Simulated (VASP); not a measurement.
Set up this calculation in VASP 6.6.1, as the native input.

| Item | Value |
| --- | --- |
| Task | single point |
| Functional | PBE |
| Dispersion | D3(BJ) |
| Potentials or basis | VASP PAW PBE potentials, release 64 (Se) |
| Cutoff | 520 eV |
| k mesh | 6 × 6 × 4 |
| Occupations | gaussian, width 0.1 eV |
| Spin | no spin polarisation |
| Dipole correction | no |
| Further INCAR settings | ALGO = Normal; EDIFF = 1e-06; NBANDS = 16 |

The structure of Se lies in POSCAR:

```
Se
1.0
    4.5048207000      0.0000000000      0.0000000000
   -2.2524103500      3.9012891700      0.0000000000
    0.0000000000      0.0000000000      4.9787963200
Se
3
Direct
    0.2178929800      0.0000000000      0.3333333300
    0.0000000000      0.2178929800      0.6666666700
    0.7821070200      0.7821070200      0.0000000000
```

These files were run (other wordings do the same):

INCAR

```
PREC = Accurate
ENCUT = 520
EDIFF = 1E-6
ISMEAR = 0
SIGMA = 0.1
LREAL = F
LASPH = T
NELM = 80
ALGO = Normal
ISIF = 2
LWAVE = F
LCHARG = F
GGA = PE
IVDW = 12
NBANDS = 16
```

KPOINTS

```
regular mesh
0
Gamma
  6 6 4
```

Potentials or basis: VASP PAW PBE potentials, release 64 (Se).

Run with:

```bash
$ cat potpaw_PBE.64/Se/POTCAR > POTCAR
$ mpirun -np 1 vasp_std > vasp.out
```

It gave:

| Property | Result |
| --- | --- |
| Pressure | -0.2 GPa |
| Largest force | 0.343 eV/Å |
| Band gap on the k mesh | 1.09 eV (least direct gap 1.34 eV) |
| Dispersion energy per atom | -0.292 eV |

Run time: 26 s on 1 thread of Intel(R) Xeon(R) Platinum 8259CL CPU @ 2.50GHz (Skylake/Cascade Lake), on a shared host, peak memory 0.22 GiB.
